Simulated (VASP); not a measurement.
# Cu (I4/mmm) in VASP: notebook

Cu is run at these levels: LDA; tasks: single point.

Everything below comes from runs of VASP 6.6.1. Logs are shortened: lines on timing, memory, paths and dates and some standing lists are left out, and cuts for length are marked.

### 1 The cell of the first run

The structure is tetragonal, space group I4/mmm (No. 139). The conventional cell has a = 2.705 Å, b = 2.705 Å, c = 2.867 Å, α = 90.00°, β = 90.00°, γ = 90.00°. Cu (site symmetry 4/mmm) has 14 Cu at 2.39 to 2.87 Å within 3.2 Å.

### 2 Single point, LDA (10.49 Å³/atom)

Contents of INCAR:

```
  PREC = Accurate
  ENCUT = 820
  EDIFF = 1E-6
  ISMEAR = 0
  SIGMA = 0.15
  LREAL = F
  LASPH = T
  NELM = 120
  ALGO = Normal
  ISIF = 2
  LWAVE = F
  LCHARG = T
  GGA = CA
  LELF = T
  LVHAR = T
  NBANDS = 16
  GGA_COMPAT = F
```

Contents of KPOINTS:

```
regular mesh
0
Gamma
  24 24 24
```

Contents of POSCAR:

```
Cu
1.0
   -1.3526262129      1.3526262129      1.4336485231
    1.3526262129     -1.3526262129      1.4336485231
    1.3526262129      1.3526262129     -1.4336485231
Cu
1
Direct
    0.0000000000      0.0000000000      0.0000000000
```

Potentials or basis: VASP PAW LDA potentials, release 64 (Cu_sv_GW).

Launch:

```bash
$ cat potpaw_LDA.64/Cu_sv_GW/POTCAR > POTCAR
$ mpirun -np 1 vasp_std > vasp.out
```

OUTCAR:

```text
PREC = Accurate
   ENCUT = 820
   EDIFF = 1E-6
   ISMEAR = 0
   LREAL = F
   LASPH = T
   NELM = 120
   ISIF = 2
   GGA = CA

 ion  position               nearest neighbor table
   1  0.000  0.000  0.000-

  LATTYP: Found a body centered tetragonal cell.
 ALAT       =     2.7052524258
 C/A-ratio  =     1.0599000000

  Lattice vectors:

 A1 = (  -1.3526262129,   1.3526262129,   1.4336485231)
 A2 = (   1.3526262129,  -1.3526262129,   1.4336485231)
 A3 = (   1.3526262129,   1.3526262129,  -1.4336485231)

Analysis of symmetry for initial positions (statically):
=====================================================================
 Subroutine PRICEL returns:
 Original cell was already a primitive cell.

 Routine SETGRP: Setting up the symmetry group for a
 body centered tetragonal supercell.

 Subroutine GETGRP returns: Found 16 space group operations
 (whereof 16 operations were pure point group operations)
 out of a pool of 16 trial point group operations.

The static configuration has the point symmetry D_4h.

Analysis of symmetry for dynamics (positions and initial velocities):
=====================================================================
 Subroutine PRICEL returns:
 Original cell was already a primitive cell.

 Routine SETGRP: Setting up the symmetry group for a
 body centered tetragonal supercell.

 Subroutine GETGRP returns: Found 16 space group operations
 (whereof 16 operations were pure point group operations)
 out of a pool of 16 trial point group operations.

The dynamic configuration has the point symmetry D_4h.

 Subroutine INISYM returns: Found 16 space group operations
 (whereof 16 operations are pure point group operations),
 and found     1 'primitive' translations

----------------------------------------------------------------------------------------

                                     Primitive cell

  volume of cell :      10.4920

  direct lattice vectors                    reciprocal lattice vectors
    -1.352626213  1.352626213  1.433648523     0.000000000  0.369651272  0.348760517
     1.352626213 -1.352626213  1.433648523     0.369651272  0.000000000  0.348760517
     1.352626213  1.352626213 -1.433648523     0.369651272  0.369651272  0.000000000

  length of vectors
     2.390511123  2.390511123  2.390511123     0.508208580  0.508208580  0.522765842

  position of ions in fractional coordinates (direct lattice)
     0.000000000  0.000000000  0.000000000

  ion indices of the primitive-cell ions
   primitive index   ion index
                 1           1

----------------------------------------------------------------------------------------

 KPOINTS: regular mesh

Automatic generation of k-mesh.
 Grid dimensions read from file:
 generate k-points for:   24   24   24

 Generating k-lattice:

  Cartesian coordinates                     Fractional coordinates (reciprocal lattice)
     0.000000000  0.015402136  0.014531688     0.041666667  0.000000000  0.000000000
     0.015402136  0.000000000  0.014531688     0.000000000  0.041666667  0.000000000
     0.015402136  0.015402136  0.000000000     0.000000000  0.000000000  0.041666667

  Length of vectors
     0.021175358  0.021175358  0.021781910

  Shift w.r.t. Gamma in fractional coordinates (k-lattice)
     0.000000000  0.000000000  0.000000000

 Subroutine IBZKPT returns following result:
 ===========================================

 Found   1063 irreducible k-points:

 Following reciprocal coordinates:
            Coordinates               Weight
  0.000000  0.000000  0.000000      1.000000
  0.041667  0.000000  0.000000      8.000000
  0.083333  0.000000  0.000000      8.000000
  0.125000  0.000000  0.000000      8.000000
  0.166667  0.000000  0.000000      8.000000
  0.208333  0.000000  0.000000      8.000000
[... 16 lines left out ...]
  0.416667  0.041667  0.000000     16.000000
  0.458333  0.041667  0.000000     16.000000
 [... further k-points ...]
   k-points           NKPTS =   1063   k-points in BZ     NKDIM =   1063   number of bands    NBANDS=     16
   number of dos      NEDOS =    301   number of ions     NIONS =      1
   total plane-waves  NPLWV =  13824
   dimension x,y,z NGX =    24 NGY =   24 NGZ =   24
   dimension x,y,z NGXF=    48 NGYF=   48 NGZF=   48
   ions per type =               1
   NGX,Y,Z   is equivalent  to a cutoff of  16.69, 16.69, 16.69 a.u.
   NGXF,Y,Z  is equivalent  to a cutoff of  33.38, 33.38, 33.38 a.u.
 SYSTEM =  unknown system
   PREC   = accura    normal or accurate (medium, high low for compatibility)
   ISTART =      0    job   : 0-new  1-cont  2-samecut
   ICHARG =      2    charge: 1-file 2-atom 10-const
   ISPIN  =      1    spin polarized calculation?
   LNONCOLLINEAR =      F non collinear calculations
   LSORBIT =      F    spin-orbit coupling
   LASPH  =      T    aspherical Exc in radial PAW
   ENCUT  =  820.0 eV  60.27 Ry    7.76 a.u.   5.58  5.58  5.58*2*pi/ulx,y,z
   NELM   =    120;   NELMIN=  2; NELMDL= -5     # of ELM steps
   EDIFF  = 0.1E-05   stopping-criterion for ELM
   LREAL  =      F    real-space projection
   EDIFFG = 0.1E-04   stopping-criterion for IOM
   NSW    =      0    number of steps for IOM
   IBRION =     -1    ionic relax: 0-MD 1-quasi-New 2-CG
   NFREE  =      0    steps in history (QN), initial steepest desc. (CG)
   ISIF   =      2    stress and relaxation
   ISYM   =      2    0-nonsym 1-usesym 2-fastsym
   POTIM  = 0.5000    time-step for ionic-motion
   TEBEG  =    0.0;   TEEND  =   0.0 temperature during run
   PSTRESS=    0.0 pullay stress
   NELECT =      19.0000    total number of electrons
   NUPDOWN=      -1.0000    fix difference up-down
   EMIN   =  10.00;   EMAX   =-10.00  energy-range for DOS
   EFERMI =   0.00;   METHOD = LEGACY
   ISMEAR =     0;   SIGMA  =   0.15  broadening in eV -4-tet -1-fermi 0-gaus
   EFERMI_NEDOS =   21; number of points for ismear=-14 and -15
   IALGO  =     38    algorithm
   IMIX   =      4    mixing-type and parameters
     AMIX     =   0.40;   BMIX     =  1.00
     AMIX_MAG =   1.60;   BMIX_MAG =  1.00
  volume/ion in A,a.u.               =      10.49        70.80
  Fermi-wavevector in a.u.,A,eV,Ry     =   1.995446  3.770846 54.175732  3.981804
  Thomas-Fermi vector in A             =   3.012131
   LORBIT       =      0    0 simple, 1 ext, 2 COOP (PROOUT), +10 PAW based schemes
   GGA     = CA    functional components
   LHFCALC =     F    Hartree Fock is set to
   AEXX    =    0.0000 exact exchange contribution
   IVDW    =     0    specifies the selected vdW correction
   LEPSILON=     F    determine dielectric tensor
   LRPA    =     F    only Hartree local field effects (RPA)
 non-spin polarized calculation
 Gauss-broadening in eV      SIGMA  =   0.15
  energy-cutoff  :      820.00
  volume of cell :       10.49
 maximum number of plane-waves:       575
   NGX = 11   NGY = 11   NGZ = 11

 number of electron      19.0000001 magnetization

 Free energy of the ion-electron system (eV)
  ---------------------------------------------------
  ext. energy  EPLUGINS =         0.00000000
  ---------------------------------------------------
  free energy    TOTEN  =        -4.80957232 eV

  energy without entropy =       -4.80575518  energy(sigma->0) =       -4.80766375

 E-fermi :   8.7789     XC(G=0): -14.6120

 val. band max:        8.7776109782   @ k =  -0.2500   0.3750   0.2083
 cond. band min:       8.7834590860   @ k =   0.5000   0.3333   0.0833
 fundamental gap:      0.0058481078
 Fermi energy:         8.7789213043

 k-point     1 :       0.0000    0.0000    0.0000
  band No.  band energies     occupation
      1    -103.0695      2.00000
      2     -60.9301      2.00000
      3     -60.9301      2.00000
      4     -60.9266      2.00000
      5      -1.5973      2.00000
      6       5.1343      2.00000
[... 8 lines left out ...]
     15      39.0266      0.00000
     16      39.9532      0.00000

 k-point     2 :       0.0417    0.0000    0.0000
  band No.  band energies     occupation
      1    -103.0692      2.00000
      2     -60.9324      2.00000
      3     -60.9313      2.00000
      4     -60.9277      2.00000
      5      -1.5255      2.00000
      6       5.1345      2.00000
[... 8 lines left out ...]
     15      38.8428      0.00000
     16      39.1021      0.00000

 k-point     3 :       0.0833    0.0000    0.0000
  band No.  band energies     occupation
      1    -103.0678      2.00000
      2     -60.9411      2.00000
      3     -60.9344      2.00000
      4     -60.9281      2.00000
      5      -1.3114      2.00000
      6       5.1331      2.00000
[... 8 lines left out ...]
     15      37.6904      0.00000
     16      38.0844      0.00000

 k-point     4 :       0.1250    0.0000    0.0000
  band No.  band energies     occupation
      1    -103.0655      2.00000
      2     -60.9555      2.00000
      3     -60.9390      2.00000
      4     -60.9280      2.00000
      5      -0.9601      2.00000
      6       5.1134      2.00000
[... 8 lines left out ...]
     15      36.7968      0.00000
     16      37.6787      0.00000

 k-point     5 :       0.1667    0.0000    0.0000
  band No.  band energies     occupation
      1    -103.0626      2.00000
      2     -60.9744      2.00000
      3     -60.9453      2.00000
      4     -60.9279      2.00000
      5      -0.4811      2.00000
      6       5.0435      2.00000
[... 8 lines left out ...]
     15      36.4303      0.00000
     16      37.8749      0.00000

 k-point     6 :       0.2083    0.0000    0.0000
  band No.  band energies     occupation
      1    -103.0592      2.00000
      2     -60.9962      2.00000
      3     -60.9526      2.00000
      4     -60.9276      2.00000
      5       0.1084      2.00000
      6       4.9522      2.00000
[... 8 lines left out ...]
     15      36.0867      0.00000
     16      38.4577      0.00000

 k-point     7 :       0.2500    0.0000    0.0000
  band No.  band energies     occupation
      1    -103.0555      2.00000
      2     -61.0198      2.00000
      3     -60.9604      2.00000
      4     -60.9274      2.00000
      5       0.7780      2.00000
      6       4.8513      2.00000
[... 8 lines left out ...]
     15      35.8298      0.00000
     16      39.2530      0.00000

 k-point     8 :       0.2917    0.0000    0.0000
  band No.  band energies     occupation
      1    -103.0519      2.00000
      2     -61.0432      2.00000
      3     -60.9683      2.00000
      4     -60.9272      2.00000
      5       1.4717      2.00000
      6       4.7498      2.00000
[... 8 lines left out ...]
     15      35.6611      0.00000
     16      40.1739      0.00000

 k-point     9 :       0.3333   -0.0000    0.0000
  band No.  band energies     occupation
      1    -103.0484      2.00000
      2     -61.0649      2.00000
      3     -60.9754      2.00000
      4     -60.9268      2.00000
      5       2.0951      2.00000
      6       4.6556      2.00000
[... 8 lines left out ...]
     15      35.5656      0.00000
     16      41.1299      0.00000
[... 172 lines left out ...]
 k-point    19 :       0.2500    0.0417    0.0000
  band No.  band energies     occupation
      1    -103.0535      2.00000
      2     -61.0317      2.00000
      3     -60.9645      2.00000
      4     -60.9280      2.00000
      5       1.1548      2.00000
      6       4.8011      2.00000
[... 8 lines left out ...]
     15      36.6124      0.00000
     16      39.9752      0.00000

 k-point    20 :       0.2917    0.0417    0.0000
  band No.  band energies     occupation
      1    -103.0499      2.00000
      2     -61.0540      2.00000
      3     -60.9723      2.00000
      4     -60.9277      2.00000
      5       1.8273      2.00000
      6       4.7044      2.00000
[... 8 lines left out ...]
     15      36.3606      0.00000
     16      41.1378      0.00000

 k-point    21 :       0.3333    0.0417    0.0000
  band No.  band energies     occupation
      1    -103.0466      2.00000
      2     -61.0739      2.00000
      3     -60.9791      2.00000
      4     -60.9275      2.00000
      5       2.3754      2.00000
      6       4.6175      2.00000
[... 8 lines left out ...]
     15      36.2008      0.00000
     16      42.4435      0.00000

 k-point    22 :       0.3750    0.0417    0.0000
  band No.  band energies     occupation
      1    -103.0441      2.00000
      2     -61.0902      2.00000
      3     -60.9848      2.00000
      4     -60.9275      2.00000
      5       2.7193      2.00000
      6       4.5465      2.00000
[... 8 lines left out ...]
     15      36.1052      0.00000
     16      43.2483      0.00000

 k-point    23 :       0.4167    0.0417    0.0000
  band No.  band energies     occupation
      1    -103.0422      2.00000
      2     -61.1018      2.00000
      3     -60.9888      2.00000
      4     -60.9274      2.00000
      5       2.8853      2.00000
      6       4.4961      2.00000
[... 8 lines left out ...]
     15      36.0476      0.00000
     16      43.0802      0.00000

 k-point    24 :       0.4583    0.0417    0.0000
  band No.  band energies     occupation
      1    -103.0413      2.00000
      2     -61.1080      2.00000
      3     -60.9910      2.00000
      4     -60.9275      2.00000
      5       2.9469      2.00000
      6       4.4696      2.00000
[... 8 lines left out ...]
     15      36.0067      0.00000
     16      42.7869      0.00000

 [... further k-points ...]

------------------------ aborting loop because EDIFF is reached ----------------------------------------

  FORCE on cell =-STRESS in cart. coord.  units (eV):
  Direction    XX          YY          ZZ          XY          YZ          ZX
  --------------------------------------------------------------------------------------
  -------------------------------------------------------------------------------------
  Total        0.4769828      0.4769828      0.5525071      0.0000000      0.0000000      0.0000000
  in kB       72.8374930     72.8374930     84.3704035      0.0000000      0.0000000      0.0000000
  external PRESSURE =      76.6817965 kB  Pullay stress =       0.0000000 kB

 VOLUME and BASIS-vectors are now :
 -----------------------------------------------------------------------------
  energy-cutoff  :      820.00
  volume of cell :       10.49
      direct lattice vectors                 reciprocal lattice vectors
    -1.352626213  1.352626213  1.433648523     0.000000000  0.369651272  0.348760517
     1.352626213 -1.352626213  1.433648523     0.369651272  0.000000000  0.348760517
     1.352626213  1.352626213 -1.433648523     0.369651272  0.369651272  0.000000000

 POSITION                                       TOTAL-FORCE (eV/Angst)
 -----------------------------------------------------------------------------------
      0.00000      0.00000      0.00000         0.000000      0.000000      0.000000
 -----------------------------------------------------------------------------------
    total drift:                               -0.000000      0.000000      0.000000

  FREE ENERGIE OF THE ION-ELECTRON SYSTEM (eV)
  ---------------------------------------------------
  free  energy   TOTEN  =        -4.8095723196 eV

  energy  without entropy=       -4.8057551759  energy(sigma->0) =       -4.80766375
```

Run time: 2.2 min. Hardware: 1 thread of AMD EPYC 9R45 (Zen 5), shared host; peak memory 0.47 GiB.

What came out:

```yaml
Free_energy: -4.8096 eV
Pressure: 7.7 GPa
Band_gap_on_the_k_mesh: zero (an odd number of electrons rules out a gap without spin polarisation)
```

Caveat: the cell stands under pressure.

### 3 Single point, LDA (11.59 Å³/atom)

This run uses another cell than the first one, of 11.59 Å³/atom.

Contents of INCAR:

```
SYSTEM = Cu
ALGO = Fast ; EDIFF = 1E-7
ENCUT = 520 ; ISIF = 2
ISMEAR = 0 ; LASPH = .TRUE.
LCHARG = .FALSE. ; LREAL = .FALSE.
LWAVE = .FALSE. ; NBANDS = 12
NELM = 100 ; PREC = Accurate
SIGMA = 0.15
```

Contents of KPOINTS:

```
k-points
0
G
  24 24 24
  0 0 0
```

Contents of POSCAR:

```
Cu
1.0
   -1.4553765072      1.4553765072      1.3673677302
    1.4553765072     -1.4553765072      1.3673677302
    1.4553765072      1.4553765072     -1.3673677302
Cu
1
Direct
    0.0000000000      0.0000000000      0.0000000000
```

Potentials or basis: VASP PAW LDA potentials, release 64 (Cu).

Launch:

```bash
$ cat potpaw_LDA.64/Cu/POTCAR > POTCAR
$ mpirun -np 1 vasp_std > vasp.out
```

It took 65 s on 1 thread of AMD EPYC 9R45 (Zen 5), shared host; peak memory 0.21 GiB.

It converged, with:

- Free energy: -4.6529 eV
- Pressure: -8.4 GPa
- Band gap on the k mesh: zero (an odd number of electrons rules out a gap without spin polarisation)

Stress tensor (GPa, compression positive):
```
-8.33  0.00  0.00
 0.00 -8.33  0.00
 0.00  0.00 -8.60
```

Levels at points of the mesh, in eV from the Fermi level:
```tsv
k point	band 4	band 5	band 6	band 7	band 8	band 9
(0.00, 0.00, 0.00)	-3.12	-2.31	-2.03	24.61	24.61	26.34
(0.50, 0.00, 0.00)	-1.93	-1.40	-0.44	4.67	17.07	17.15
(0.50, 0.50, 0.00)	-2.11	-1.43	-0.92	3.98	18.82	18.92
(0.50, 0.50, 0.50)	-1.60	-1.54	7.45	7.45	9.86	13.25
```

Caveat: the cell stands under tension.

(Continued in part 2 of 2.)
